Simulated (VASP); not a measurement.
Here is a VASP 6.6.1 calculation.

File INCAR:

```
PREC = Accurate
ENCUT = 500
EDIFF = 1E-6
ISMEAR = 1
SIGMA = 0.2
LREAL = F
LASPH = T
NELM = 120
ALGO = Normal
ISIF = 2
LWAVE = F
LCHARG = F
GGA = PS
NBANDS = 17
GGA_COMPAT = F
```

The input KPOINTS:

```
regular mesh
0
Gamma
  6 6 6
```

Contents of POSCAR:

```
SnTe
1.0
    0.0000000000      3.1893303407      3.1893303407
    3.1893303407      0.0000000000      3.1893303407
    3.1893303407      3.1893303407      0.0000000000
Sn Te
1 1
Direct
    0.0000000000      0.0000000000      0.0000000000
    0.5000000000      0.5000000000      0.5000000000
```

Potentials or basis: VASP PAW PBE potentials, release 64 (Sn_d, Te).

Launch:

```sh
$ cat potpaw_PBE.64/Sn_d/POTCAR potpaw_PBE.64/Te/POTCAR > POTCAR
$ mpirun -np 1 vasp_std > vasp.out
```

(1) Predict the pressure.

(2) Estimate the band gap on the k mesh.

Answers

(1) -1.9 GPa.

(2) 0.04 eV, direct.

Caveat: the PAW data sets were made with another functional, which shifts forces and pressure a little; spin-orbit coupling is left out, which moves the levels of the heavy elements.
